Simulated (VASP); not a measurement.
A run of VASP 6.6.1 is set up as follows.

POSCAR

```
HBr
1.0
    0.0000000000      3.7165523200      3.7294264200
    1.6352666800      0.0000000000      3.7294264200
    1.6352666800      3.7165523200      0.0000000000
H Br
1 1
Direct
    0.0000000000      0.0000000000      0.0000000000
    0.5000000000      0.5000000000      0.5000000000
```

Contents of INCAR.step1:

```
SYSTEM = HBr
PREC = Accurate
ENCUT = 500
ISMEAR = -1
SIGMA = 0.1
LREAL = .FALSE.
LASPH = .TRUE.
NELM = 120
GGA = PE
ALGO = Normal
EDIFF = 1E-5
LWAVE = .TRUE.
LCHARG = .FALSE.
GGA_COMPAT = .FALSE.
IBRION = 2
EDIFFG = -0.01
NELMIN = 4
NSW = 100
```

The input INCAR.step2:

```
SYSTEM = HBr
PREC = Accurate
ENCUT = 500
EDIFF = 1E-7
ISMEAR = -1
SIGMA = 0.1
LREAL = .FALSE.
LASPH = .TRUE.
NELM = 120
ALGO = Normal
ISIF = 2
LWAVE = .FALSE.
LCHARG = .FALSE.
METAGGA = R2SCAN
LMIXTAU = .TRUE.
IBRION = 2
NSW = 50
EDIFFG = -0.01
ISTART = 1
GGA_COMPAT = .FALSE.
NELMIN = 4
```

KPOINTS

```
regular mesh
0
G
  11 11 11
  0 0 0
```

Potentials or basis: VASP PAW PBE potentials, release 64 (H, Br).

The run is started by

```bash
$ cat potpaw_PBE.64/H/POTCAR potpaw_PBE.64/Br/POTCAR > POTCAR
$ cp INCAR.step1 INCAR
$ mpirun -np 1 vasp_std > vasp.out
$ cp INCAR.step2 INCAR
$ mpirun -np 1 vasp_std > vasp.out
```

Question: Estimate the band gap on the k mesh.

Answer: 1.88 eV (least direct gap 2.21 eV).

Stress tensor (GPa, compression positive):
```
5.01 0.00 0.00
0.00 0.16 0.00
0.00 0.00 0.12
```

Caveat: the PAW data sets were made with another functional, which shifts forces and pressure a little. r2SCAN opens gaps a little over a GGA but as a rule still falls short of measured ones.
